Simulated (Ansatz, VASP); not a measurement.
**One calculation of Ge, two programs**

The input INCAR:

```
SYSTEM = Ge
PREC = Accurate
ENCUT = 520
EDIFF = 1E-6
ISMEAR = 0
SIGMA = 0.023
LREAL = .False.
LASPH = .True.
NELM = 80
ALGO = Normal
ISIF = 2
LWAVE = .False.
LCHARG = .False.
GGA = PE
NBANDS = 21
```

KPOINTS

```
Automatic mesh
0
Gamma
  8 8 8
  0 0 0
```

The input POSCAR:

```
Ge
1.0
    0.0000000000      2.8289100000      2.8289100000
    2.8289100000      0.0000000000      2.8289100000
    2.8289100000      2.8289100000      0.0000000000
Ge
2
Direct
    0.7500000000      0.7500000000      0.7500000000
    0.5000000000      0.5000000000      0.5000000000
```

File input.yaml:

```yaml
crystal:
  lattice:
    - [0.0, 2.82891, 2.82891]
    - [2.82891, 0.0, 2.82891]
    - [2.82891, 2.82891, 0.0]
  atoms:
    - { symbol: Ge, position: [0.75, 0.75, 0.75] }
    - { symbol: Ge, position: [0.5, 0.5, 0.5] }
kpoints:
  mp_grid: { grid: [8, 8, 8] }
scf:
  occupations: { method: gaussian, width: 0.023 }
hamiltonian:
  xc: pbe
  pseudopotentials: { kind: all_electron, lapw: { basis_error: 0.001 } }
output:
  forces: true
  stress: true
  eigenvalues: true
```

Alike in both runs: task single point; functional PBE; k mesh 8 × 8 × 8; occupations gaussian, width 0.023 eV; no spin polarisation.

```csv
,VASP,Ansatz
version,VASP 6.6.1,Ansatz 0.2.0
potentials or method,"VASP PAW PBE potentials, release 64 (Ge_d), cutoff 520 eV","all-electron LAPW, scalar-relativistic"
```

VASP gave:

- gap on the k mesh at the Fermi level (eV): 0.03
- least direct gap on the mesh (eV): 0.03
- pressure (GPa): 3.5

Question: Estimate Ansatz's values.

Answer: gap on the k mesh at the Fermi level (eV): 0.04; least direct gap on the mesh (eV): 0.04; pressure (GPa): 3.6.

Ansatz ran all-electron here, and VASP with PAW potentials.
